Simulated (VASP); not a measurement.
Crystal: InGa3P2.

```xyz
6
Lattice="4.2565 0.0000 0.0000 0.0000 4.2565 0.0000 0.0000 0.0000 7.2926" Properties=species:S:1:pos:R:3 pbc="T T T"
In    0.0000    0.0000    3.9737
Ga    0.0000    2.1282    7.0437
Ga    2.1282    0.0000    7.0437
Ga    0.0000    0.0000    1.0281
P     2.1282    2.1282    1.6618
P     2.1282    2.1282    6.7074
```

The cell was generated, and may not be a known phase.

| Quantity | Value |
| --- | --- |
| Program | VASP 6.6.1 |
| Task | relaxation of cell and atoms |
| Functional | PBE |
| Potentials or basis | VASP PAW PBE potentials, release 64 (In_d, Ga_d, P) |
| Cutoff | 600 eV |
| k mesh | 4 × 4 × 4 |
| Occupations | gaussian, width 0.1 eV |
| Spin | no spin polarisation |

At the start: pressure 16.7 GPa; volume 22.02 Å³/atom.

Question: Where does the relaxation end?

Answer: Over 41 steps the energy falls by 639.0 meV/atom and the volume is 22.65 Å³/atom (+2.9 %); space group P4mm (No. 99, to 0.1 Å) before and after.

The path:
| step | energy change (eV) | largest force (eV/Å) | pressure (GPa) | volume (Å³) |
| --- | --- | --- | --- | --- |
| 1 | 0.0000 | 2.5496 | 16.74 | 132.12 |
| 3 | -2.5153 | 1.1451 | -1.28 | 171.55 |
| 5 | -2.6788 | 1.3680 | -0.48 | 168.87 |
| 7 | -2.7926 | 1.0770 | -0.46 | 165.23 |
| 9 | -3.2314 | 1.5515 | 4.79 | 129.03 |
| 11 | -3.3626 | 0.4158 | 3.04 | 127.73 |
| 13 | -3.4442 | 0.5098 | 1.04 | 133.27 |
| 15 | -3.4654 | 0.5700 | -0.41 | 138.25 |
| 17 | -3.5084 | 0.3732 | -0.18 | 139.12 |
| 19 | -3.5210 | 0.7627 | 0.20 | 139.93 |
| 21 | -3.5747 | 0.7438 | -0.29 | 141.54 |
| 23 | -3.6069 | 0.7182 | -0.73 | 143.33 |
| 25 | -3.6737 | 0.5121 | -0.42 | 143.08 |
| 27 | -3.7319 | 0.4542 | 0.02 | 143.50 |
| 29 | -3.7622 | 0.2520 | -0.72 | 144.06 |
| 31 | -3.7900 | 0.2509 | -1.29 | 142.71 |
| 33 | -3.8222 | 0.3895 | -0.35 | 137.39 |
| 35 | -3.8325 | 0.1542 | -0.02 | 135.75 |
| 37 | -3.8327 | 0.1129 | 0.16 | 135.47 |
| 39 | -3.8333 | 0.0853 | 0.13 | 135.62 |
| 41 | -3.8338 | 0.0384 | 0.07 | 135.91 |

Final structure:
```
CELL_PARAMETERS angstrom
4.87644 0.00000 0.00000
0.00000 4.87644 0.00000
0.00000 0.00000 5.71548
ATOMIC_POSITIONS crystal
In 0.00000 0.00000 0.67332
Ga 0.00000 0.50000 0.98499
Ga 0.50000 0.00000 0.98499
Ga 0.00000 0.00000 0.19870
P 0.50000 0.50000 0.15613
P 0.50000 0.50000 0.76710
```

Caveat: the k points lie up to 0.32 Å⁻¹ apart in the final cell, too coarse for converged energies and pressures of a metal; a cell axis changed by over 15 % at a fixed basis, so the end point is rough.
